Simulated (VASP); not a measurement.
# Pt (P6_3/mmc) in VASP: notebook

Pt is run at these levels: PBEsol; tasks: single point.

Program: VASP 6.6.1. These are calculated values, not measurements. Logs are shortened: lines on timing, memory, paths and dates and some standing lists are left out, and cuts for length are marked.

### Step 1. The cell of the first run

It takes space group P6_3/mmc (No. 194, hexagonal). The conventional cell has a = 2.608 Å, b = 2.608 Å, c = 4.438 Å, α = 90.00°, β = 90.00°, γ = 120.00°. Pt (site symmetry -6m2) has 12 Pt at 2.61 to 2.68 Å within 3.4 Å.

### Step 2. Single point, PBEsol

File INCAR:

```
ALGO     = Normal         # electronic algorithm
EDIFF    = 1E-7           # SCF threshold, eV
ENCUT    = 520            # plane-wave cutoff, eV
GGA      = PS             # functional
ISIF     = 2              # what is computed and relaxed
ISMEAR   = 1              # smearing method
LASPH    = True           # aspherical terms in the spheres
LCHARG   = False          # write CHGCAR
LREAL    = False          # projectors in reciprocal space
LWAVE    = False          # write WAVECAR
NBANDS   = 17             # bands
NELM     = 100            # most SCF steps
PREC     = Accurate       # precision mode
SIGMA    = 0.05           # smearing width, eV
```

File KPOINTS:

```
k-points
0
Gamma
  9 9 5
```

File POSCAR:

```
Pt
1.0
    2.6082574493      0.0000000000      0.0000000000
   -1.3041287247      2.2588172107      0.0000000000
    0.0000000000      0.0000000000      4.4376219792
Pt
2
Direct
    0.3333333333      0.6666666667      0.2500000000
    0.6666666667      0.3333333333      0.7500000000
```

Potentials or basis: VASP PAW PBE potentials, release 64 (Pt).

Launch:

```
$ cat potpaw_PBE.64/Pt/POTCAR > POTCAR
$ mpirun -np 1 vasp_std > vasp.out
```

OUTCAR:

```text
EDIFF = 1E-7
   ENCUT = 520
   GGA = PS
   ISIF = 2
   ISMEAR = 1
   LASPH = True
   LREAL = False
   NELM = 100
   PREC = Accurate

 ion  position               nearest neighbor table
   1  0.333  0.667  0.250-   2 2.68   2 2.68   2 2.68   2 2.68   2 2.68   2 2.68
   2  0.667  0.333  0.750-   1 2.68   1 2.68   1 2.68   1 2.68   1 2.68   1 2.68

  LATTYP: Found a hexagonal cell.
 ALAT       =     2.6082574493
 C/A-ratio  =     1.7013742184

  Lattice vectors:

 A1 = (   2.6082574493,   0.0000000000,   0.0000000000)
 A2 = (  -1.3041287247,   2.2588172107,   0.0000000000)
 A3 = (   0.0000000000,   0.0000000000,   4.4376219792)

Analysis of symmetry for initial positions (statically):
=====================================================================
 Subroutine PRICEL returns:
 Original cell was already a primitive cell.

 Routine SETGRP: Setting up the symmetry group for a
 hexagonal supercell.

 Subroutine GETGRP returns: Found 24 space group operations
 (whereof 12 operations were pure point group operations)
 out of a pool of 24 trial point group operations.

The static configuration has the point symmetry D_3d.
 The point group associated with its full space group is D_6h.

Analysis of symmetry for dynamics (positions and initial velocities):
=====================================================================
 Subroutine PRICEL returns:
 Original cell was already a primitive cell.

 Routine SETGRP: Setting up the symmetry group for a
 hexagonal supercell.

 Subroutine GETGRP returns: Found 24 space group operations
 (whereof 12 operations were pure point group operations)
 out of a pool of 24 trial point group operations.

The dynamic configuration has the point symmetry D_3d.
 The point group associated with its full space group is D_6h.

 Subroutine INISYM returns: Found 24 space group operations
 (whereof 12 operations are pure point group operations),
 and found     1 'primitive' translations

----------------------------------------------------------------------------------------

                                     Primitive cell

  volume of cell :      26.1446

  direct lattice vectors                    reciprocal lattice vectors
     2.608257449  0.000000000  0.000000000     0.383397736  0.221354786  0.000000000
    -1.304128725  2.258817211  0.000000000     0.000000000  0.442709572  0.000000000
     0.000000000  0.000000000  4.437621979     0.000000000  0.000000000  0.225345918

  length of vectors
     2.608257449  2.608257449  4.437621979     0.442709572  0.442709572  0.225345918

  position of ions in fractional coordinates (direct lattice)
     0.333333333  0.666666667  0.250000000
     0.666666667  0.333333333  0.750000000

  ion indices of the primitive-cell ions
   primitive index   ion index
                 1           1
                 2           2

----------------------------------------------------------------------------------------

 KPOINTS: k-points

Automatic generation of k-mesh.
 Grid dimensions read from file:
 generate k-points for:    9    9    5

 Generating k-lattice:

  Cartesian coordinates                     Fractional coordinates (reciprocal lattice)
     0.042599748  0.024594976  0.000000000     0.111111111  0.000000000  0.000000000
     0.000000000  0.049189952  0.000000000     0.000000000  0.111111111  0.000000000
     0.000000000  0.000000000  0.045069184     0.000000000  0.000000000  0.200000000

  Length of vectors
     0.049189952  0.049189952  0.045069184

  Shift w.r.t. Gamma in fractional coordinates (k-lattice)
     0.000000000  0.000000000  0.000000000

 Subroutine IBZKPT returns following result:
 ===========================================

 Found     36 irreducible k-points:

 Following reciprocal coordinates:
            Coordinates               Weight
  0.000000  0.000000  0.000000      1.000000
  0.111111  0.000000  0.000000      6.000000
  0.222222  0.000000  0.000000      6.000000
  0.333333  0.000000  0.000000      6.000000
  0.444444  0.000000  0.000000      6.000000
  0.111111  0.111111  0.000000      6.000000
[... 16 lines left out ...]
  0.333333  0.222222  0.200000     24.000000
  0.333333  0.333333  0.200000      4.000000
 [... further k-points ...]
   k-points           NKPTS =     36   k-points in BZ     NKDIM =     36   number of bands    NBANDS=     17
   number of dos      NEDOS =    301   number of ions     NIONS =      2
   total plane-waves  NPLWV =  14400
   dimension x,y,z NGX =    20 NGY =   20 NGZ =   36
   dimension x,y,z NGXF=    40 NGYF=   40 NGZF=   72
   ions per type =               2
   NGX,Y,Z   is equivalent  to a cutoff of  12.75, 12.75, 13.49 a.u.
   NGXF,Y,Z  is equivalent  to a cutoff of  25.50, 25.50, 26.97 a.u.
 SYSTEM =  unknown system
   PREC   = accura    normal or accurate (medium, high low for compatibility)
   ISTART =      0    job   : 0-new  1-cont  2-samecut
   ICHARG =      2    charge: 1-file 2-atom 10-const
   ISPIN  =      1    spin polarized calculation?
   LNONCOLLINEAR =      F non collinear calculations
   LSORBIT =      F    spin-orbit coupling
   LASPH  =      T    aspherical Exc in radial PAW
   ENCUT  =  520.0 eV  38.22 Ry    6.18 a.u.   4.85  4.85  8.25*2*pi/ulx,y,z
   NELM   =    100;   NELMIN=  2; NELMDL= -5     # of ELM steps
   EDIFF  = 0.1E-06   stopping-criterion for ELM
   LREAL  =      F    real-space projection
   EDIFFG = 0.1E-05   stopping-criterion for IOM
   NSW    =      0    number of steps for IOM
   IBRION =     -1    ionic relax: 0-MD 1-quasi-New 2-CG
   NFREE  =      0    steps in history (QN), initial steepest desc. (CG)
   ISIF   =      2    stress and relaxation
   ISYM   =      2    0-nonsym 1-usesym 2-fastsym
   POTIM  = 0.5000    time-step for ionic-motion
   TEBEG  =    0.0;   TEEND  =   0.0 temperature during run
   PSTRESS=    0.0 pullay stress
   NELECT =      20.0000    total number of electrons
   NUPDOWN=      -1.0000    fix difference up-down
   EMIN   =  10.00;   EMAX   =-10.00  energy-range for DOS
   EFERMI =   0.00;   METHOD = LEGACY
   ISMEAR =     1;   SIGMA  =   0.05  broadening in eV -4-tet -1-fermi 0-gaus
   EFERMI_NEDOS =   21; number of points for ismear=-14 and -15
   IALGO  =     38    algorithm
   IMIX   =      4    mixing-type and parameters
     AMIX     =   0.40;   BMIX     =  1.00
     AMIX_MAG =   1.60;   BMIX_MAG =  1.00
  volume/ion in A,a.u.               =      13.07        88.22
  Fermi-wavevector in a.u.,A,eV,Ry     =   1.497238  2.829370 30.500480  2.241722
  Thomas-Fermi vector in A             =   2.609152
   LORBIT       =      0    0 simple, 1 ext, 2 COOP (PROOUT), +10 PAW based schemes
   GGA     = PS    functional components
   LHFCALC =     F    Hartree Fock is set to
   AEXX    =    0.0000 exact exchange contribution
   IVDW    =     0    specifies the selected vdW correction
   LEPSILON=     F    determine dielectric tensor
   LRPA    =     F    only Hartree local field effects (RPA)
 non-spin polarized calculation
 Methfessel and Paxton  Order N= 1 SIGMA  =   0.05
  energy-cutoff  :      520.00
  volume of cell :       26.14
 maximum number of plane-waves:       717
 NGX is ok and might be reduce to    20
   NGX =  9   NGY =  9   NGZ = 17

 number of electron      19.9999999 magnetization

 Free energy of the ion-electron system (eV)
  ---------------------------------------------------
  ext. energy  EPLUGINS =         0.00000000
  ---------------------------------------------------
  free energy    TOTEN  =       -13.19150506 eV

  energy without entropy =      -13.19167974  energy(sigma->0) =      -13.19156329

 E-fermi :  14.1207     XC(G=0): -14.4834

 val. band max:       14.0998293205   @ k =   0.3333   0.1111   0.2000
 cond. band min:      14.1521290579   @ k =   0.4444   0.1111   0.0000
 fundamental gap:      0.0522997374
 Fermi energy:        14.1206791427

 k-point     1 :       0.0000    0.0000    0.0000
  band No.  band energies     occupation
      1       2.0618      2.00000
      2       4.9287      2.00000
      3       8.8582      2.00000
      4       9.4149      2.00000
      5       9.4149      2.00000
      6       9.9708      2.00000
[... 9 lines left out ...]
     16      31.2816      0.00000
     17      36.8413      0.00000

 k-point     2 :       0.1111    0.0000    0.0000
  band No.  band energies     occupation
      1       2.5838      2.00000
      2       5.4002      2.00000
      3       8.6379      2.00000
      4       9.5029      2.00000
      5       9.7587      2.00000
      6       9.8531      2.00000
[... 9 lines left out ...]
     16      32.1449      0.00000
     17      34.0676      0.00000

 k-point     3 :       0.2222    0.0000    0.0000
  band No.  band energies     occupation
      1       3.9350      2.00000
      2       6.2469      2.00000
      3       8.3392      2.00000
      4       8.5262      2.00000
      5       9.0499      2.00000
      6      10.4989      2.00000
[... 9 lines left out ...]
     16      31.9035      0.00000
     17      33.1341      0.00000

 k-point     4 :       0.3333    0.0000    0.0000
  band No.  band energies     occupation
      1       5.2655      2.00000
      2       6.0464      2.00000
      3       7.1394      2.00000
      4       8.8623      2.00000
      5       9.5454      2.00000
      6       9.9439      2.00000
[... 9 lines left out ...]
     16      28.8949      0.00000
     17      31.6376      0.00000

 k-point     5 :       0.4444    0.0000    0.0000
  band No.  band energies     occupation
      1       5.5396      2.00000
      2       5.7725      2.00000
      3       6.4176      2.00000
      4       9.5765      2.00000
      5       9.6269      2.00000
      6       9.8049      2.00000
[... 9 lines left out ...]
     16      26.7341      0.00000
     17      27.7176      0.00000

 k-point     6 :       0.1111    0.1111    0.0000
  band No.  band energies     occupation
      1       3.5431      2.00000
      2       6.1819      2.00000
      3       8.1471      2.00000
      4       9.0943      2.00000
      5       9.2969      2.00000
      6       9.9405      2.00000
[... 9 lines left out ...]
     16      31.6673      0.00000
     17      32.0266      0.00000

 k-point     7 :       0.2222    0.1111    0.0000
  band No.  band energies     occupation
      1       5.0568      2.00000
      2       6.6792      2.00000
      3       7.6833      2.00000
      4       8.0707      2.00000
      5       9.1149      2.00000
      6       9.5487      2.00000
[... 9 lines left out ...]
     16      30.0185      0.00000
     17      33.0013      0.00000

 k-point     8 :       0.3333    0.1111    0.0000
  band No.  band energies     occupation
      1       5.9879      2.00000
      2       6.2058      2.00000
      3       6.7294      2.00000
      4       9.0114      2.00000
      5       9.2808      2.00000
      6       9.8817      2.00000
[... 9 lines left out ...]
     16      28.6928      0.00000
     17      29.6360      0.00000
[... 203 lines left out ...]
      1       5.2287      2.00000
      2       6.8398      2.00000
      3       7.3757      2.00000
      4       8.2165      2.00000
      5       8.8123      2.00000
      6       9.7576      2.00000
[... 9 lines left out ...]
     16      30.3177      0.00000
     17      32.1576      0.00000

 k-point    20 :       0.3333    0.1111    0.2000
  band No.  band energies     occupation
      1       5.6888      2.00000
      2       6.3064      2.00000
      3       7.2401      2.00000
      4       7.9638      2.00000
      5       9.4540      2.00000
      6      10.3262      2.00000
[... 9 lines left out ...]
     16      28.7068      0.00000
     17      29.9270      0.00000

 k-point    21 :       0.4444    0.1111    0.2000
  band No.  band energies     occupation
      1       5.6011      2.00000
      2       6.0477      2.00000
      3       7.2690      2.00000
      4       7.9380      2.00000
      5       9.2423      2.00000
      6      10.7110      2.00000
[... 9 lines left out ...]
     16      28.3624      0.00000
     17      28.6471      0.00000

 k-point    22 :       0.2222    0.2222    0.2000
  band No.  band energies     occupation
      1       6.4254      2.00000
      2       6.7619      2.00000
      3       7.4784      2.00000
      4       7.8645      2.00000
      5       9.2196      2.00000
      6       9.4733      2.00000
[... 9 lines left out ...]
     16      29.7276      0.00000
     17      30.1196      0.00000

 k-point    23 :       0.3333    0.2222    0.2000
  band No.  band energies     occupation
      1       6.3590      2.00000
      2       7.1386      2.00000
      3       7.4370      2.00000
      4       8.0012      2.00000
      5       8.9008      2.00000
      6       9.8157      2.00000
[... 9 lines left out ...]
     16      28.6295      0.00000
     17      29.3565      0.00000

 k-point    24 :       0.3333    0.3333    0.2000
  band No.  band energies     occupation
      1       6.8599      2.00000
      2       7.4363      2.00000
      3       7.4363      2.00000
      4       8.2698      2.00000
      5       9.0838      2.00000
      6       9.0838      2.00000
[... 9 lines left out ...]
     16      26.6221      0.00000
     17      31.0779      0.00000

 [... further k-points ...]
[... 5 lines left out ...]
  --------------------------------------------------------------------------------------
  -------------------------------------------------------------------------------------
  Total        9.7907736      9.7907736      9.7182684     -0.0000000      0.0000000      0.0000000
  in kB      599.9923888    599.9923888    595.5491667     -0.0000000      0.0000000      0.0000000
  external PRESSURE =     598.5113148 kB  Pullay stress =       0.0000000 kB

 VOLUME and BASIS-vectors are now :
 -----------------------------------------------------------------------------
  energy-cutoff  :      520.00
  volume of cell :       26.14
      direct lattice vectors                 reciprocal lattice vectors
     2.608257449  0.000000000  0.000000000     0.383397736  0.221354786  0.000000000
    -1.304128725  2.258817211  0.000000000     0.000000000  0.442709572  0.000000000
     0.000000000  0.000000000  4.437621979     0.000000000  0.000000000  0.225345918

 POSITION                                       TOTAL-FORCE (eV/Angst)
 -----------------------------------------------------------------------------------
     -0.00000      1.50588      1.10941         0.000000      0.000000      0.000000
      1.30413      0.75294      3.32822        -0.000000      0.000000      0.000000
 -----------------------------------------------------------------------------------
    total drift:                               -0.000000      0.000000     -0.000000

  FREE ENERGIE OF THE ION-ELECTRON SYSTEM (eV)
  ---------------------------------------------------
  free  energy   TOTEN  =       -13.1915050594 eV

  energy  without entropy=      -13.1916797389  energy(sigma->0) =      -13.19156329
```

Run time: 19 s. Hardware: 1 thread of Intel Xeon Platinum 8488C (Sapphire Rapids), shared host; peak memory 0.15 GiB.

What came out:

```
Free energy            : -13.1915 eV
Pressure               : 59.9 GPa
Band gap on the k mesh : zero (band 10 reaches 14.53 eV, above the bottom of band 11 at 13.15 eV)
```

Stress tensor (GPa, compression positive):
```
60.00  0.00  0.00
 0.00 60.00  0.00
 0.00  0.00 59.55
```

Caveat: the PAW data sets were made with another functional, which shifts forces and pressure a little; spin-orbit coupling is left out, which moves the levels of the heavy elements.

### Step 3. Single point, PBEsol

This run uses another cell than the first one, of 13.58 Å³/atom, 1.039 times its volume.

File INCAR:

```
PREC = Accurate
ENCUT = 520
EDIFF = 1E-6
ISMEAR = 1
SIGMA = 0.05
LREAL = False
LASPH = True
NELM = 100
ALGO = Normal
ISIF = 2
LWAVE = False
LCHARG = False
GGA = PS
NBANDS = 17
```

File KPOINTS:

```
Automatic mesh
0
Gamma
  9 9 5
```

File POSCAR:

```
Pt
1.0
    2.6388824663      0.0000000000      0.0000000000
   -1.3194412332      2.2853392534      0.0000000000
    0.0000000000      0.0000000000      4.5034294623
Pt
2
Direct
    0.3333333333      0.6666666667      0.2500000000
    0.6666666667      0.3333333333      0.7500000000
```

Potentials or basis: VASP PAW PBE potentials, release 64 (Pt).

Launch:

```
$ cat potpaw_PBE.64/Pt/POTCAR > POTCAR
$ mpirun -np 1 vasp_std > vasp.out
```

It took 14 s on 1 thread of Intel Xeon Platinum 8488C (Sapphire Rapids), shared host; peak memory 0.14 GiB.

The run converged. Its results:

```yaml
Free_energy: -13.5052 eV
Pressure: 39.7 GPa
Band_gap_on_the_k_mesh: zero (band 10 reaches 13.66 eV, above the bottom of band 11 at 12.37 eV)
```

Stress tensor (GPa, compression positive):
```
39.88  0.00  0.00
 0.00 39.88  0.00
 0.00  0.00 39.44
```

Levels at points of the mesh, in eV from the Fermi level:
```tsv
k point	band 8	band 9	band 10	band 11	band 12	band 13
(0.00, 0.00, 0.00)	-2.53	-2.53	-1.43	-0.37	-0.37	5.87
```

Caveat: the PAW data sets were made with another functional, which shifts forces and pressure a little; spin-orbit coupling is left out, which moves the levels of the heavy elements.

### Step 4. Single point, PBEsol

This run uses another cell than the first one, of 14.23 Å³/atom, 1.088 times its volume.

File INCAR:

```
PREC     = Accurate       # precision mode
ENCUT    = 520            # plane-wave cutoff, eV
EDIFF    = 1E-6           # SCF threshold, eV
ISMEAR   = 1              # smearing method
SIGMA    = 0.05           # smearing width, eV
LREAL    = False          # projectors in reciprocal space
LASPH    = True           # aspherical terms in the spheres
NELM     = 100            # most SCF steps
ALGO     = Normal         # electronic algorithm
ISIF     = 2              # what is computed and relaxed
LWAVE    = False          # write WAVECAR
LCHARG   = False          # write CHGCAR
GGA      = PS             # functional
NBANDS   = 17             # bands
```

File KPOINTS:

```
regular mesh
0
Gamma
  9 9 5
```

File POSCAR:

```
Pt
1.0
    2.6753570466      0.0000000000      0.0000000000
   -1.3376785233      2.3169271665      0.0000000000
    0.0000000000      0.0000000000      4.5900495412
Pt
2
Direct
    0.3333333333      0.6666666667      0.2500000000
    0.6666666667      0.3333333333      0.7500000000
```

Launch:

```
$ cat potpaw_PBE.64/Pt/POTCAR > POTCAR
$ mpirun -np 1 vasp_std > vasp.out
```

Wall time 18 s (1 thread of Intel Xeon Platinum 8488C (Sapphire Rapids), shared host); peak memory 0.15 GiB.

Results (log left out):

- Free energy: -13.7419 eV
- Pressure: 19.6 GPa
- Band gap on the k mesh: zero (band 10 reaches 12.65 eV, above the bottom of band 11 at 11.44 eV)

Stress tensor (GPa, compression positive):
```
19.72  0.00  0.00
 0.00 19.72  0.00
 0.00  0.00 19.46
```

Levels at points of the mesh, in eV from the Fermi level:
| k point | band 8 | band 9 | band 10 | band 11 | band 12 | band 13 |
| --- | --- | --- | --- | --- | --- | --- |
| (0.00, 0.00, 0.00) | -2.30 | -2.30 | -1.25 | -0.33 | -0.33 | 5.44 |

Caveat: the PAW data sets were made with another functional, which shifts forces and pressure a little; spin-orbit coupling is left out, which moves the levels of the heavy elements.

### Step 5. Summary

```csv
cell,gap on the mesh (eV),pressure (GPa)
"a = 2.608, b = 2.608, c = 4.438 Å, angles 90.0, 90.0, 120.0°, 2 atoms",none,59.9
"a = 2.639, b = 2.639, c = 4.503 Å, angles 90.0, 90.0, 120.0°, 2 atoms",none,39.7
"a = 2.675, b = 2.675, c = 4.590 Å, angles 90.0, 90.0, 120.0°, 2 atoms",none,19.6
```

Alike in all rows: task single point; level PBEsol; potentials or basis VASP PAW PBE potentials, release 64 (Pt); no spin polarisation; k mesh 9 × 9 × 5; cutoff (eV) 520; smearing methfessel-paxton 0.05 eV.

Caveats: the PAW data sets were made with another functional, which shifts forces and pressure a little; spin-orbit coupling is left out, which moves the levels of the heavy elements.

Absolute energies hang on the potentials; compare differences alone.
